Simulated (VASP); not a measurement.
# Si3Ge (R-3m) in VASP: notebook

Runs on Si3Ge. Level: PBE. Tasks: single point, relaxation of cell and atoms.

Everything below comes from runs of VASP 6.6.1. Logs are shortened: lines on timing, memory, paths and dates and some standing lists are left out, and cuts for length are marked.

**1. The cell of the first run**

The structure is trigonal, space group R-3m (No. 166). The conventional cell has a = 5.193 Å, b = 5.193 Å, c = 9.371 Å, α = 90.00°, β = 90.00°, γ = 120.00°. Within 2.9 Å of Si (site symmetry 2/m) lie 2 Ge at 2.16 Å and 4 Si at 2.60 Å. Ge (site symmetry -3m) has 6 Si at 2.16 Å within 2.9 Å.

**2. Single point, PBE**

File INCAR:

```
PREC     = Accurate       # precision mode
ENCUT    = 520            # plane-wave cutoff, eV
EDIFF    = 1E-6           # SCF threshold, eV
ISMEAR   = 0              # smearing method
SIGMA    = 0.1            # smearing width, eV
LREAL    = F              # projectors in reciprocal space
LASPH    = T              # aspherical terms in the spheres
NELM     = 60             # most SCF steps
ALGO     = Normal         # electronic algorithm
ISIF     = 2              # what is computed and relaxed
LWAVE    = F              # write WAVECAR
LCHARG   = F              # write CHGCAR
GGA      = PE             # functional
NBANDS   = 21             # bands
```

File KPOINTS:

```
regular mesh
0
Gamma
  6 6 6
```

File POSCAR:

```
Si3Ge
1.0
    2.5966837800      1.4991960800      3.1235229900
   -2.5966837800      1.4991960800      3.1235229900
    0.0000000000     -2.9983921600      3.1235229900
Si Ge
3 1
Direct
    0.0000000000      0.0000000000      0.5000000000
    0.5000000000      0.0000000000      0.0000000000
    0.0000000000      0.5000000000      0.0000000000
    0.0000000000      0.0000000000      0.0000000000
```

Potentials or basis: VASP PAW PBE potentials, release 64 (Si, Ge_d).

Command:

```console
$ cat potpaw_PBE.64/Si/POTCAR potpaw_PBE.64/Ge_d/POTCAR > POTCAR
$ mpirun -np 1 vasp_std > vasp.out
```

OUTCAR:

```text
PREC = Accurate
   ENCUT = 520
   EDIFF = 1E-6
   ISMEAR = 0
   LREAL = F
   LASPH = T
   NELM = 60
   ISIF = 2
   GGA = PE

 ion  position               nearest neighbor table
   1  0.000  0.000  0.500-   4 2.16   4 2.16   3 2.60   2 2.60   3 2.60   2 2.60
   2  0.500  0.000  0.000-   4 2.16   4 2.16   3 2.60   3 2.60   1 2.60   1 2.60
   3  0.000  0.500  0.000-   4 2.16   4 2.16   2 2.60   2 2.60   1 2.60   1 2.60
   4  0.000  0.000  0.000-   2 2.16   3 2.16   3 2.16   2 2.16   1 2.16   1 2.16

  LATTYP: Found a trigonal (rhomboedric) cell.
 ALAT       =     4.3297518877
 COS(alpha) =     0.2806469232

  Lattice vectors:

 A1 = (   2.5966837800,   1.4991960800,   3.1235229900)
 A2 = (  -2.5966837800,   1.4991960800,   3.1235229900)
 A3 = (   0.0000000000,  -2.9983921600,   3.1235229900)

Analysis of symmetry for initial positions (statically):
=====================================================================
 Subroutine PRICEL returns:
 Original cell was already a primitive cell.

 Routine SETGRP: Setting up the symmetry group for a
 trigonal (rhombohedral) supercell.

 Subroutine GETGRP returns: Found 12 space group operations
 (whereof 12 operations were pure point group operations)
 out of a pool of 12 trial point group operations.

The static configuration has the point symmetry D_3d.

Analysis of symmetry for dynamics (positions and initial velocities):
=====================================================================
 Subroutine PRICEL returns:
 Original cell was already a primitive cell.

 Routine SETGRP: Setting up the symmetry group for a
 trigonal (rhombohedral) supercell.

 Subroutine GETGRP returns: Found 12 space group operations
 (whereof 12 operations were pure point group operations)
 out of a pool of 12 trial point group operations.

The dynamic configuration has the point symmetry D_3d.

 Subroutine INISYM returns: Found 12 space group operations
 (whereof 12 operations are pure point group operations),
 and found     1 'primitive' translations

----------------------------------------------------------------------------------------

                                     Primitive cell

  volume of cell :      72.9581

  direct lattice vectors                    reciprocal lattice vectors
     2.596683780  1.499196080  3.123522990     0.192553288  0.111170693  0.106717106
    -2.596683780  1.499196080  3.123522990    -0.192553288  0.111170693  0.106717106
     0.000000000 -2.998392160  3.123522990     0.000000000 -0.222341385  0.106717106

  length of vectors
     4.329751888  4.329751888  4.329751888     0.246625693  0.246625693  0.246625693

  position of ions in fractional coordinates (direct lattice)
     0.000000000  0.000000000  0.500000000
     0.500000000  1.000000000  0.000000000
     1.000000000  0.500000000  0.000000000
     0.000000000  0.000000000  0.000000000

  ion indices of the primitive-cell ions
   primitive index   ion index
                 1           1
                 2           2
                 3           3
                 4           4

----------------------------------------------------------------------------------------

 KPOINTS: regular mesh

Automatic generation of k-mesh.
 Grid dimensions read from file:
 generate k-points for:    6    6    6

 Generating k-lattice:

  Cartesian coordinates                     Fractional coordinates (reciprocal lattice)
     0.032092215  0.018528449  0.017786184     0.166666667 -0.000000000  0.000000000
    -0.032092215  0.018528449  0.017786184    -0.000000000  0.166666667  0.000000000
     0.000000000 -0.037056898  0.017786184     0.000000000  0.000000000  0.166666667

  Length of vectors
     0.041104282  0.041104282  0.041104282

  Shift w.r.t. Gamma in fractional coordinates (k-lattice)
     0.000000000  0.000000000  0.000000000

 Subroutine IBZKPT returns following result:
 ===========================================

 Found     32 irreducible k-points:

 Following reciprocal coordinates:
            Coordinates               Weight
  0.000000  0.000000  0.000000      1.000000
  0.166667  0.000000 -0.000000      6.000000
  0.333333  0.000000 -0.000000      6.000000
  0.500000  0.000000  0.000000      3.000000
  0.166667  0.166667 -0.000000      6.000000
  0.333333  0.166667 -0.000000     12.000000
[... 16 lines left out ...]
  0.500000  0.500000  0.166667      6.000000
 -0.333333  0.500000  0.166667     12.000000
 [... further k-points ...]
   k-points           NKPTS =     32   k-points in BZ     NKDIM =     32   number of bands    NBANDS=     21
   number of dos      NEDOS =    301   number of ions     NIONS =      4
   total plane-waves  NPLWV =  32768
   dimension x,y,z NGX =    32 NGY =   32 NGZ =   32
   dimension x,y,z NGXF=    64 NGYF=   64 NGZF=   64
   ions per type =               3   1
   NGX,Y,Z   is equivalent  to a cutoff of  12.29, 12.29, 12.29 a.u.
   NGXF,Y,Z  is equivalent  to a cutoff of  24.57, 24.57, 24.57 a.u.
 SYSTEM =  unknown system
   PREC   = accura    normal or accurate (medium, high low for compatibility)
   ISTART =      0    job   : 0-new  1-cont  2-samecut
   ICHARG =      2    charge: 1-file 2-atom 10-const
   ISPIN  =      1    spin polarized calculation?
   LNONCOLLINEAR =      F non collinear calculations
   LSORBIT =      F    spin-orbit coupling
   LASPH  =      T    aspherical Exc in radial PAW
   ENCUT  =  520.0 eV  38.22 Ry    6.18 a.u.   8.05  8.05  8.05*2*pi/ulx,y,z
   NELM   =     60;   NELMIN=  2; NELMDL= -5     # of ELM steps
   EDIFF  = 0.1E-05   stopping-criterion for ELM
   LREAL  =      F    real-space projection
[... 7 lines left out ...]
   TEBEG  =    0.0;   TEEND  =   0.0 temperature during run
   PSTRESS=    0.0 pullay stress
   NELECT =      26.0000    total number of electrons
   NUPDOWN=      -1.0000    fix difference up-down
   EMIN   =  10.00;   EMAX   =-10.00  energy-range for DOS
   EFERMI =   0.00;   METHOD = LEGACY
   ISMEAR =     0;   SIGMA  =   0.10  broadening in eV -4-tet -1-fermi 0-gaus
   EFERMI_NEDOS =   21; number of points for ismear=-14 and -15
   IALGO  =     38    algorithm
   IMIX   =      4    mixing-type and parameters
     AMIX     =   0.40;   BMIX     =  1.00
     AMIX_MAG =   1.60;   BMIX_MAG =  1.00
  volume/ion in A,a.u.               =      18.24       123.09
  Fermi-wavevector in a.u.,A,eV,Ry     =   1.160668  2.193345 18.329101  1.347151
  Thomas-Fermi vector in A             =   2.297248
   LORBIT       =      0    0 simple, 1 ext, 2 COOP (PROOUT), +10 PAW based schemes
   GGA     = PE    functional components
   LHFCALC =     F    Hartree Fock is set to
   AEXX    =    0.0000 exact exchange contribution
   IVDW    =     0    specifies the selected vdW correction
   LEPSILON=     F    determine dielectric tensor
   LRPA    =     F    only Hartree local field effects (RPA)
 non-spin polarized calculation
 Gauss-broadening in eV      SIGMA  =   0.10
  energy-cutoff  :      520.00
  volume of cell :       72.96
 maximum number of plane-waves:      1986
   NGX = 17   NGY = 17   NGZ = 17

 number of electron      25.9999984 magnetization

 Free energy of the ion-electron system (eV)
  ---------------------------------------------------
  ext. energy  EPLUGINS =         0.00000000
  ---------------------------------------------------
  free energy    TOTEN  =       -13.78171360 eV

  energy without entropy =      -13.76978289  energy(sigma->0) =      -13.77574825

 E-fermi :   6.7314     XC(G=0):  -9.9984

 val. band max:        6.7249322336   @ k =  -0.3333  -0.3333   0.1667
 cond. band min:       6.7380320837   @ k =  -0.3333   0.5000   0.1667
 fundamental gap:      0.0130998501
 Fermi energy:         6.7314211434

 k-point     1 :       0.0000    0.0000    0.0000
  band No.  band energies     occupation
      1     -18.6446      2.00000
      2     -18.6446      2.00000
      3     -18.5729      2.00000
      4     -18.4528      2.00000
      5     -18.4528      2.00000
      6      -8.1173      2.00000
[... 13 lines left out ...]
     20      13.8290      0.00000
     21      14.3039      0.00000

 k-point     2 :       0.1667    0.0000   -0.0000
  band No.  band energies     occupation
      1     -18.6446      2.00000
      2     -18.6421      2.00000
      3     -18.5726      2.00000
      4     -18.4529      2.00000
      5     -18.4528      2.00000
      6      -7.9593      2.00000
[... 13 lines left out ...]
     20      12.7822      0.00000
     21      13.5848      0.00000

 k-point     3 :       0.3333    0.0000   -0.0000
  band No.  band energies     occupation
      1     -18.6447      2.00000
      2     -18.6374      2.00000
      3     -18.5718      2.00000
      4     -18.4530      2.00000
      5     -18.4528      2.00000
      6      -7.5691      2.00000
[... 13 lines left out ...]
     20      14.3661      0.00000
     21      14.5186      0.00000

 k-point     4 :       0.5000    0.0000    0.0000
  band No.  band energies     occupation
      1     -18.6447      2.00000
      2     -18.6351      2.00000
      3     -18.5714      2.00000
      4     -18.4531      2.00000
      5     -18.4527      2.00000
      6      -7.3105      2.00000
[... 13 lines left out ...]
     20      14.4615      0.00000
     21      14.8976      0.00000

 k-point     5 :       0.1667    0.1667   -0.0000
  band No.  band energies     occupation
      1     -18.6435      2.00000
      2     -18.6408      2.00000
      3     -18.5723      2.00000
      4     -18.4530      2.00000
      5     -18.4528      2.00000
      6      -7.8494      2.00000
[... 13 lines left out ...]
     20      12.7787      0.00000
     21      13.1949      0.00000

 k-point     6 :       0.3333    0.1667   -0.0000
  band No.  band energies     occupation
      1     -18.6431      2.00000
      2     -18.6364      2.00000
      3     -18.5716      2.00000
      4     -18.4532      2.00000
      5     -18.4528      2.00000
      6      -7.4803      2.00000
[... 13 lines left out ...]
     20      13.3852      0.00000
     21      13.8139      0.00000

 k-point     7 :       0.5000    0.1667    0.0000
  band No.  band energies     occupation
      1     -18.6431      2.00000
      2     -18.6342      2.00000
      3     -18.5712      2.00000
      4     -18.4532      2.00000
      5     -18.4528      2.00000
      6      -7.1621      2.00000
[... 13 lines left out ...]
     20      12.8580      0.00000
     21      14.5285      0.00000
[... 291 lines left out ...]
      1     -18.6382      2.00000
      2     -18.6313      2.00000
      3     -18.5706      2.00000
      4     -18.4535      2.00000
      5     -18.4530      2.00000
      6      -6.7480      2.00000
[... 13 lines left out ...]
     20      13.4625      0.00000
     21      14.9990      0.00000

 k-point    21 :      -0.3333    0.3333    0.1667
  band No.  band energies     occupation
      1     -18.6386      2.00000
      2     -18.6334      2.00000
      3     -18.5709      2.00000
      4     -18.4533      2.00000
      5     -18.4529      2.00000
      6      -6.8028      2.00000
[... 13 lines left out ...]
     20      13.5759      0.00000
     21      13.9069      0.00000

 k-point    22 :      -0.1667    0.3333    0.1667
  band No.  band energies     occupation
      1     -18.6411      2.00000
      2     -18.6360      2.00000
      3     -18.5714      2.00000
      4     -18.4532      2.00000
      5     -18.4528      2.00000
      6      -7.2089      2.00000
[... 13 lines left out ...]
     20      13.4381      0.00000
     21      14.7180      0.00000

 k-point    23 :       0.5000    0.5000    0.1667
  band No.  band energies     occupation
      1     -18.6376      2.00000
      2     -18.6295      2.00000
      3     -18.5704      2.00000
      4     -18.4537      2.00000
      5     -18.4529      2.00000
      6      -6.3882      2.00000
[... 13 lines left out ...]
     20      13.0987      0.00000
     21      15.7050      0.00000

 k-point    24 :      -0.3333    0.5000    0.1667
  band No.  band energies     occupation
      1     -18.6384      2.00000
      2     -18.6313      2.00000
      3     -18.5706      2.00000
      4     -18.4535      2.00000
      5     -18.4529      2.00000
      6      -6.5427      2.00000
[... 13 lines left out ...]
     20      13.3607      0.00000
     21      14.1205      0.00000

 [... further k-points ...]
[... 5 lines left out ...]
  --------------------------------------------------------------------------------------
  -------------------------------------------------------------------------------------
  Total        8.2545762      8.2545762     29.5417126      0.0000000      0.0000000      0.0000000
  in kB      181.2724914    181.2724915    648.7431575      0.0000000      0.0000000      0.0000000
  external PRESSURE =     337.0960468 kB  Pullay stress =       0.0000000 kB

 VOLUME and BASIS-vectors are now :
 -----------------------------------------------------------------------------
  energy-cutoff  :      520.00
  volume of cell :       72.96
      direct lattice vectors                 reciprocal lattice vectors
     2.596683780  1.499196080  3.123522990     0.192553288  0.111170693  0.106717106
    -2.596683780  1.499196080  3.123522990    -0.192553288  0.111170693  0.106717106
     0.000000000 -2.998392160  3.123522990     0.000000000 -0.222341385  0.106717106

 POSITION                                       TOTAL-FORCE (eV/Angst)
 -----------------------------------------------------------------------------------
      0.00000     -1.49920      1.56176        -0.000000      0.000000     -0.000000
      1.29834      0.74960      1.56176         0.000000      0.000000     -0.000000
     -1.29834      0.74960      1.56176         0.000000     -0.000000      0.000000
      0.00000      0.00000      0.00000         0.000000     -0.000000      0.000000
 -----------------------------------------------------------------------------------
    total drift:                                0.000000      0.000000     -0.000000

  FREE ENERGIE OF THE ION-ELECTRON SYSTEM (eV)
  ---------------------------------------------------
  free  energy   TOTEN  =       -13.7817136041 eV

  energy  without entropy=      -13.7697828909  energy(sigma->0) =      -13.77574825
```

Run time: 23 s. Hardware: 1 thread of Intel Xeon Platinum 8488C (Sapphire Rapids), shared host; peak memory 0.19 GiB.

What came out:

```yaml
Free_energy: -13.7817 eV
Pressure: 33.7 GPa
Band_gap_on_the_k_mesh: zero (band 13 reaches 8.74 eV, above the bottom of band 14 at 5.66 eV)
```

Stress tensor (GPa, compression positive):
```
18.13  0.00  0.00
 0.00 18.13  0.00
 0.00  0.00 64.87
```

**3. Single point, PBE**

This run uses another cell than the first one, of 22.88 Å³/atom, 1.254 times its volume.

File INCAR:

```
SYSTEM = Si3Ge
PREC = Accurate
ENCUT = 520
EDIFF = 1E-6
ISMEAR = 0
SIGMA = 0.1
LREAL = .False.
LASPH = .True.
NELM = 60
ALGO = Normal
ISIF = 2
LWAVE = .False.
LCHARG = .False.
GGA = PE
NBANDS = 21
```

File KPOINTS:

```
regular mesh
0
Gamma
  6 6 6
  0 0 0
```

File POSCAR:

```
Si3Ge
1.0
    2.4658268458      1.4236457932      4.3442019988
   -2.4658268458      1.4236457932      4.3442019988
    0.0000000000     -2.8472915864      4.3442019988
Si Ge
3 1
Direct
    0.0000000000      0.0000000000      0.5000000000
    0.5000000000      0.0000000000      0.0000000000
    0.0000000000      0.5000000000      0.0000000000
    0.0000000000      0.0000000000      0.0000000000
```

Potentials or basis: VASP PAW PBE potentials, release 64 (Si, Ge_d).

Command:

```console
$ cat potpaw_PBE.64/Si/POTCAR potpaw_PBE.64/Ge_d/POTCAR > POTCAR
$ mpirun -np 1 vasp_std > vasp.out
```

OUTCAR:

```text
SYSTEM = Si3Ge
   PREC = Accurate
   ENCUT = 520
   EDIFF = 1E-6
   ISMEAR = 0
   LREAL = .False.
   LASPH = .True.
   NELM = 60
   ISIF = 2
   GGA = PE

 ion  position               nearest neighbor table
   1  0.000  0.000  0.500-   2 2.47   3 2.47   3 2.47   2 2.47   4 2.60   4 2.60
   2  0.500  0.000  0.000-   3 2.47   3 2.47   1 2.47   1 2.47   4 2.60   4 2.60
   3  0.000  0.500  0.000-   2 2.47   2 2.47   1 2.47   1 2.47   4 2.60   4 2.60
   4  0.000  0.000  0.000-   2 2.60   3 2.60   3 2.60   2 2.60   1 2.60   1 2.60

  LATTYP: Found a trigonal (rhomboedric) cell.
 ALAT       =     5.1941467427
[... 777 lines left out ...]
  -------------------------------------------------------------------------------------
  Total       -0.0851223     -0.0851223     -0.0347533      0.0000000      0.0000000     -0.0000000
  in kB       -1.4904873     -1.4904873     -0.6085287      0.0000000      0.0000000     -0.0000000
  external PRESSURE =      -1.1965011 kB  Pullay stress =       0.0000000 kB

 VOLUME and BASIS-vectors are now :
 -----------------------------------------------------------------------------
  energy-cutoff  :      520.00
  volume of cell :       91.50
      direct lattice vectors                 reciprocal lattice vectors
     2.465826846  1.423645793  4.344201999     0.202771740  0.117070319  0.076730625
    -2.465826846  1.423645793  4.344201999    -0.202771740  0.117070319  0.076730625
     0.000000000 -2.847291586  4.344201999     0.000000000 -0.234140637  0.076730625

 POSITION                                       TOTAL-FORCE (eV/Angst)
 -----------------------------------------------------------------------------------
      0.00000     -1.42365      2.17210        -0.000000     -0.000000      0.000000
      1.23291      0.71182      2.17210         0.000000     -0.000000      0.000000
     -1.23291      0.71182      2.17210         0.000000      0.000000      0.000000
      0.00000      0.00000      0.00000        -0.000000      0.000000     -0.000000
 -----------------------------------------------------------------------------------
    total drift:                                0.000000      0.000000     -0.000000

  FREE ENERGIE OF THE ION-ELECTRON SYSTEM (eV)
  ---------------------------------------------------
  free  energy   TOTEN  =       -18.1294593929 eV

  energy  without entropy=      -18.1191636738  energy(sigma->0) =      -18.12431153
```

OSZICAR:

```text
N       E                     dE             d eps       ncg     rms          rms(c)
DAV:   1     0.155925633325E+03    0.15593E+03   -0.11951E+04  1620   0.187E+03
DAV:   2     0.346698486942E+01   -0.15246E+03   -0.14586E+03  1433   0.525E+02
DAV:   3    -0.176942214299E+02   -0.21161E+02   -0.20901E+02  1633   0.106E+02
DAV:   4    -0.184997942850E+02   -0.80557E+00   -0.80484E+00  1607   0.226E+01
DAV:   5    -0.185205365223E+02   -0.20742E-01   -0.20741E-01  1795   0.386E+00    0.535E+00
DAV:   6    -0.181873914605E+02    0.33315E+00   -0.52306E-01  1717   0.384E+00    0.296E+00
DAV:   7    -0.181229768180E+02    0.64415E-01   -0.26264E-01  1569   0.212E+00    0.809E-01
DAV:   8    -0.181276481631E+02   -0.46713E-02   -0.29711E-02  1655   0.953E-01    0.263E-01
DAV:   9    -0.181289319261E+02   -0.12838E-02   -0.20622E-03  1611   0.325E-01    0.112E-01
DAV:  10    -0.181293745241E+02   -0.44260E-03   -0.48809E-04  1698   0.133E-01    0.371E-02
DAV:  11    -0.181294481728E+02   -0.73649E-04   -0.12907E-04  1594   0.668E-02    0.954E-03
DAV:  12    -0.181294589292E+02   -0.10756E-04   -0.22228E-05  1678   0.343E-02    0.571E-03
DAV:  13    -0.181294593929E+02   -0.46368E-06   -0.32375E-06  1513   0.912E-03
   1 F= -.18129459E+02 E0= -.18124312E+02  d E =-.102957E-01
```

stdout:

```text
POSCAR found type information on POSCAR SiGe
 POSCAR found :  2 types and       4 ions
 scaLAPACK will be used
 LDA part: xc-table for (Slater+PW92), standard interpolation
 POSCAR, INCAR and KPOINTS ok, starting setup
 FFT: planning ... GRIDC
 FFT: planning ... GRID_SOFT
 FFT: planning ... GRID
 WAVECAR not read
 entering main loop
```

Wall time 53 s (1 thread of Intel Xeon Platinum 8488C (Sapphire Rapids), shared host); peak memory 0.26 GiB.

Results:

```
Free energy            : -18.1295 eV
Pressure               : -0.1 GPa
Band gap on the k mesh : zero (band 13 reaches 5.98 eV, above the bottom of band 14 at 3.88 eV)
```

(Part 1 of 2 ends here.)
